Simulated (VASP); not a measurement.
# Na2HgRhF6 (Fm-3m) in VASP: single point with PBE

Aim: the single point of Na2HgRhF6 with PBE.

Program: VASP 6.6.1. These are calculated values, not measurements. Logs are shortened: lines on timing, memory, paths and dates and some standing lists are left out, and cuts for length are marked.

### Step 1. The cell of the first run

It takes space group Fm-3m (No. 225, cubic). The conventional cell has a = 8.850 Å, b = 8.850 Å, c = 8.850 Å, α = 90.00°, β = 90.00°, γ = 90.00°. Within 4.1 Å of Na (site symmetry -43m) lie 12 F at 3.13 Å and 4 Hg at 3.83 Å and 4 Rh at 3.83 Å. Within 3.2 Å of Hg (site symmetry m-3m) lie 6 F at 2.39 Å. Rh (site symmetry m-3m) has 6 F at 2.04 Å within 2.7 Å. F (site symmetry 4mm) has 1 Rh at 2.04 Å and 1 Hg at 2.39 Å within 2.7 Å.

### Step 2. Single point, PBE

Contents of INCAR:

```
SYSTEM = Na2HgRhF6
  PREC = Accurate
  ENCUT = 520
  EDIFF = 1E-6
  ISMEAR = 1
  SIGMA = 0.1
  LREAL = .FALSE.
  LASPH = .TRUE.
  NELM = 80
  ALGO = Normal
  ISIF = 2
  LWAVE = .FALSE.
  LCHARG = .TRUE.
  GGA = PE
  LELF = .TRUE.
  LVHAR = .TRUE.
  NBANDS = 52
```

Contents of KPOINTS:

```
Automatic mesh
0
G
  5 5 5
  0 0 0
```

Contents of POSCAR:

```
Na2HgRhF6
1.0
    0.0000000000      4.4252210000      4.4252210000
    4.4252210000      0.0000000000      4.4252210000
    4.4252210000      4.4252210000      0.0000000000
Na Hg Rh F
2 1 1 6
Direct
    0.2500000000      0.2500000000      0.2500000000
    0.7500000000      0.7500000000      0.7500000000
    0.5000000000      0.5000000000      0.5000000000
    0.0000000000      0.0000000000      0.0000000000
    0.2302870000      0.2302870000      0.7697130000
    0.2302870000      0.7697130000      0.7697130000
    0.7697130000      0.7697130000      0.2302870000
    0.2302870000      0.7697130000      0.2302870000
    0.7697130000      0.2302870000      0.7697130000
    0.7697130000      0.2302870000      0.2302870000
```

Potentials or basis: VASP PAW PBE potentials, release 64 (Na_pv, Hg, Rh_pv, F).

The run is started by

```bash
$ cat potpaw_PBE.64/Na_pv/POTCAR potpaw_PBE.64/Hg/POTCAR potpaw_PBE.64/Rh_pv/POTCAR potpaw_PBE.64/F/POTCAR > POTCAR
$ mpirun -np 1 vasp_std > vasp.out
```

OUTCAR:

```text
SYSTEM = Na2HgRhF6
   PREC = Accurate
   ENCUT = 520
   EDIFF = 1E-6
   ISMEAR = 1
   LREAL = .FALSE.
   LASPH = .TRUE.
   NELM = 80
   ISIF = 2
   GGA = PE

 ion  position               nearest neighbor table
   1  0.250  0.250  0.250-
   2  0.750  0.750  0.750-
   3  0.500  0.500  0.500-   5 2.39   6 2.39   7 2.39   8 2.39   9 2.39  10 2.39
   4  0.000  0.000  0.000-   5 2.04   6 2.04   7 2.04   8 2.04   9 2.04  10 2.04
   5  0.230  0.230  0.770-   4 2.04   3 2.39
   6  0.230  0.770  0.770-   4 2.04   3 2.39
   7  0.770  0.770  0.230-   4 2.04   3 2.39
   8  0.230  0.770  0.230-   4 2.04   3 2.39
   9  0.770  0.230  0.770-   4 2.04   3 2.39
  10  0.770  0.230  0.230-   4 2.04   3 2.39

  LATTYP: Found a face centered cubic cell.
 ALAT       =     8.8504420000

  Lattice vectors:

 A1 = (   0.0000000000,   4.4252210000,   4.4252210000)
 A2 = (   4.4252210000,   0.0000000000,   4.4252210000)
 A3 = (   4.4252210000,   4.4252210000,   0.0000000000)

Analysis of symmetry for initial positions (statically):
=====================================================================
 Subroutine PRICEL returns:
 Original cell was already a primitive cell.

 Routine SETGRP: Setting up the symmetry group for a
 face centered cubic supercell.

 Subroutine GETGRP returns: Found 48 space group operations
 (whereof 48 operations were pure point group operations)
 out of a pool of 48 trial point group operations.

The static configuration has the point symmetry O_h .

Analysis of symmetry for dynamics (positions and initial velocities):
=====================================================================
 Subroutine PRICEL returns:
 Original cell was already a primitive cell.

 Routine SETGRP: Setting up the symmetry group for a
 face centered cubic supercell.

 Subroutine GETGRP returns: Found 48 space group operations
 (whereof 48 operations were pure point group operations)
 out of a pool of 48 trial point group operations.

The dynamic configuration has the point symmetry O_h .

 Subroutine INISYM returns: Found 48 space group operations
 (whereof 48 operations are pure point group operations),
 and found     1 'primitive' translations

----------------------------------------------------------------------------------------

                                     Primitive cell

  volume of cell :     173.3145

  direct lattice vectors                    reciprocal lattice vectors
     0.000000000  4.425221000  4.425221000    -0.112988707  0.112988707  0.112988707
     4.425221000  0.000000000  4.425221000     0.112988707 -0.112988707  0.112988707
     4.425221000  4.425221000  0.000000000     0.112988707  0.112988707 -0.112988707

  length of vectors
     6.258207555  6.258207555  6.258207555     0.195702182  0.195702182  0.195702182

  position of ions in fractional coordinates (direct lattice)
     0.250000000  0.250000000  0.250000000
     0.750000000  0.750000000  0.750000000
     0.500000000  0.500000000  0.500000000
     0.000000000  0.000000000  0.000000000
     0.230287000  0.230287000  0.769713000
     0.230287000  0.769713000  0.769713000
     0.769713000  0.769713000  0.230287000
     0.230287000  0.769713000  0.230287000
     0.769713000  0.230287000  0.769713000
     0.769713000  0.230287000  0.230287000

  ion indices of the primitive-cell ions
   primitive index   ion index
                 1           1
                 2           2
                 3           3
                 4           4
                 5           5
                 6           6
                 7           7
                 8           8
                 9           9
                10          10

----------------------------------------------------------------------------------------

 KPOINTS: Automatic mesh

Automatic generation of k-mesh.
 Grid dimensions read from file:
 generate k-points for:    5    5    5

 Generating k-lattice:

  Cartesian coordinates                     Fractional coordinates (reciprocal lattice)
    -0.022597741  0.022597741  0.022597741     0.200000000  0.000000000  0.000000000
     0.022597741 -0.022597741  0.022597741     0.000000000  0.200000000  0.000000000
     0.022597741  0.022597741 -0.022597741     0.000000000  0.000000000  0.200000000

  Length of vectors
     0.039140436  0.039140436  0.039140436

  Shift w.r.t. Gamma in fractional coordinates (k-lattice)
     0.000000000  0.000000000  0.000000000

 Subroutine IBZKPT returns following result:
 ===========================================

 Found     10 irreducible k-points:

 Following reciprocal coordinates:
            Coordinates               Weight
  0.000000  0.000000  0.000000      1.000000
  0.200000  0.000000  0.000000      8.000000
  0.400000  0.000000  0.000000      8.000000
  0.200000  0.200000  0.000000      6.000000
  0.400000  0.200000  0.000000     24.000000
 -0.400000  0.200000  0.000000     24.000000
 -0.200000  0.200000  0.000000     12.000000
  0.400000  0.400000  0.000000      6.000000
 -0.400000  0.400000  0.000000     12.000000
 -0.400000  0.400000  0.200000     24.000000
   k-points           NKPTS =     10   k-points in BZ     NKDIM =     10   number of bands    NBANDS=     52
   number of dos      NEDOS =    301   number of ions     NIONS =     10
   total plane-waves  NPLWV = 110592
   dimension x,y,z NGX =    48 NGY =   48 NGZ =   48
   dimension x,y,z NGXF=    96 NGYF=   96 NGZF=   96
   ions per type =               2   1   1   6
   NGX,Y,Z   is equivalent  to a cutoff of  12.75, 12.75, 12.75 a.u.
   NGXF,Y,Z  is equivalent  to a cutoff of  25.50, 25.50, 25.50 a.u.
 SYSTEM =  Na2HgRhF6
   PREC   = accura    normal or accurate (medium, high low for compatibility)
   ISTART =      0    job   : 0-new  1-cont  2-samecut
   ICHARG =      2    charge: 1-file 2-atom 10-const
   ISPIN  =      1    spin polarized calculation?
   LNONCOLLINEAR =      F non collinear calculations
   LSORBIT =      F    spin-orbit coupling
   LASPH  =      T    aspherical Exc in radial PAW
   ENCUT  =  520.0 eV  38.22 Ry    6.18 a.u.  11.64 11.64 11.64*2*pi/ulx,y,z
   NELM   =     80;   NELMIN=  2; NELMDL= -5     # of ELM steps
   EDIFF  = 0.1E-05   stopping-criterion for ELM
   LREAL  =      F    real-space projection
   EDIFFG = 0.1E-04   stopping-criterion for IOM
   NSW    =      0    number of steps for IOM
   IBRION =     -1    ionic relax: 0-MD 1-quasi-New 2-CG
   NFREE  =      0    steps in history (QN), initial steepest desc. (CG)
   ISIF   =      2    stress and relaxation
   ISYM   =      2    0-nonsym 1-usesym 2-fastsym
   POTIM  = 0.5000    time-step for ionic-motion
   TEBEG  =    0.0;   TEEND  =   0.0 temperature during run
   PSTRESS=    0.0 pullay stress
   NELECT =      83.0000    total number of electrons
   NUPDOWN=      -1.0000    fix difference up-down
   EMIN   =  10.00;   EMAX   =-10.00  energy-range for DOS
   EFERMI =   0.00;   METHOD = LEGACY
   ISMEAR =     1;   SIGMA  =   0.10  broadening in eV -4-tet -1-fermi 0-gaus
   EFERMI_NEDOS =   21; number of points for ismear=-14 and -15
   IALGO  =     38    algorithm
   IMIX   =      4    mixing-type and parameters
     AMIX     =   0.40;   BMIX     =  1.00
     AMIX_MAG =   1.60;   BMIX_MAG =  1.00
  volume/ion in A,a.u.               =      17.33       116.96
  Fermi-wavevector in a.u.,A,eV,Ry     =   1.280823  2.420405 22.320472  1.640508
  Thomas-Fermi vector in A             =   2.413229
   LORBIT       =      0    0 simple, 1 ext, 2 COOP (PROOUT), +10 PAW based schemes
   GGA     = PE    functional components
   LHFCALC =     F    Hartree Fock is set to
   AEXX    =    0.0000 exact exchange contribution
   IVDW    =     0    specifies the selected vdW correction
   LEPSILON=     F    determine dielectric tensor
   LRPA    =     F    only Hartree local field effects (RPA)
 non-spin polarized calculation
 Methfessel and Paxton  Order N= 1 SIGMA  =   0.10
  energy-cutoff  :      520.00
  volume of cell :      173.31
 maximum number of plane-waves:      4696
   NGX = 23   NGY = 23   NGZ = 23

 number of electron      83.0000012 magnetization

 Free energy of the ion-electron system (eV)
  ---------------------------------------------------
  ext. energy  EPLUGINS =         0.00000000
  ---------------------------------------------------
  free energy    TOTEN  =       -38.36871676 eV

  energy without entropy =      -38.36359792  energy(sigma->0) =      -38.36701048

 E-fermi :   0.9886     XC(G=0):  -8.4262

 val. band max:        0.9767046476   @ k =   0.4000   0.2000   0.0000
 cond. band min:       1.0346282558   @ k =   0.2000   0.0000   0.0000
 fundamental gap:      0.0579236082
 Fermi energy:         0.9885815393

 k-point     1 :       0.0000    0.0000    0.0000
  band No.  band energies     occupation
      1     -45.3806      2.00000
      2     -45.3806      2.00000
      3     -45.3806      2.00000
      4     -23.5223      2.00000
      5     -23.5223      2.00000
      6     -23.5223      2.00000
[... 44 lines left out ...]
     51       8.5030      0.00000
     52       8.5030      0.00000

 k-point     2 :       0.2000    0.0000    0.0000
  band No.  band energies     occupation
      1     -45.3806      2.00000
      2     -45.3806      2.00000
      3     -45.3806      2.00000
      4     -23.5229      2.00000
      5     -23.5223      2.00000
      6     -23.5223      2.00000
[... 44 lines left out ...]
     51       8.6835      0.00000
     52       9.3881      0.00000
[... 383 lines left out ...]
     51       9.7044      0.00000
     52       9.8295      0.00000

 k-point    10 :      -0.4000    0.4000    0.2000
  band No.  band energies     occupation
      1     -45.3806      2.00000
      2     -45.3806      2.00000
      3     -45.3806      2.00000
      4     -23.5261      2.00000
      5     -23.5252      2.00000
      6     -23.5229      2.00000
[... 44 lines left out ...]
     51       9.6580      0.00000
     52       9.8737      0.00000

------------------------ aborting loop because EDIFF is reached ----------------------------------------

  FORCE on cell =-STRESS in cart. coord.  units (eV):
  Direction    XX          YY          ZZ          XY          YZ          ZX
  --------------------------------------------------------------------------------------
  -------------------------------------------------------------------------------------
  Total       -0.6938415     -0.6938415     -0.6938415      0.0000000      0.0000000     -0.0000000
  in kB       -6.4141032     -6.4141032     -6.4141032      0.0000000      0.0000000     -0.0000000
  external PRESSURE =      -6.4141032 kB  Pullay stress =       0.0000000 kB

 VOLUME and BASIS-vectors are now :
 -----------------------------------------------------------------------------
  energy-cutoff  :      520.00
  volume of cell :      173.31
      direct lattice vectors                 reciprocal lattice vectors
     0.000000000  4.425221000  4.425221000    -0.112988707  0.112988707  0.112988707
     4.425221000  0.000000000  4.425221000     0.112988707 -0.112988707  0.112988707
     4.425221000  4.425221000  0.000000000     0.112988707  0.112988707 -0.112988707

 POSITION                                       TOTAL-FORCE (eV/Angst)
 -----------------------------------------------------------------------------------
      2.21261      2.21261      2.21261         0.000000     -0.000000     -0.000000
      6.63783      6.63783      6.63783        -0.000000     -0.000000      0.000000
      4.42522      4.42522      4.42522        -0.000000     -0.000000     -0.000000
      0.00000      0.00000      0.00000        -0.000000      0.000000     -0.000000
      4.42522      4.42522      2.03814         0.000000      0.000000     -0.194334
      6.81230      4.42522      4.42522         0.194334      0.000000     -0.000000
      4.42522      4.42522      6.81230         0.000000      0.000000      0.194334
      4.42522      2.03814      4.42522         0.000000     -0.194334     -0.000000
      4.42522      6.81230      4.42522         0.000000      0.194334     -0.000000
      2.03814      4.42522      4.42522        -0.194334      0.000000     -0.000000
 -----------------------------------------------------------------------------------
    total drift:                               -0.000000     -0.000000      0.000000

  FREE ENERGIE OF THE ION-ELECTRON SYSTEM (eV)
  ---------------------------------------------------
  free  energy   TOTEN  =       -38.3687167617 eV

  energy  without entropy=      -38.3635979158  energy(sigma->0) =      -38.36701048
```

It took 55 s on 1 thread of Intel Xeon 6975P-C (Granite Rapids), shared host; peak memory 0.36 GiB.

Results:

- Free energy: -38.3687 eV
- Pressure: -0.6 GPa
- Largest force: 0.194 eV/Å

Forces on the atoms (eV/Å):
```
Na   0.000  0.000  0.000
Na   0.000  0.000  0.000
Hg   0.000  0.000  0.000
Rh   0.000  0.000  0.000
F    0.000  0.000 -0.194
F    0.194  0.000  0.000
F    0.000  0.000  0.194
F    0.000 -0.194  0.000
F    0.000  0.194  0.000
F   -0.194  0.000  0.000
```

Caveat: spin-orbit coupling is left out, which moves the levels of the heavy elements; an odd number of electrons without spin polarisation forces a metal; a magnetic or distorted state may lie lower.
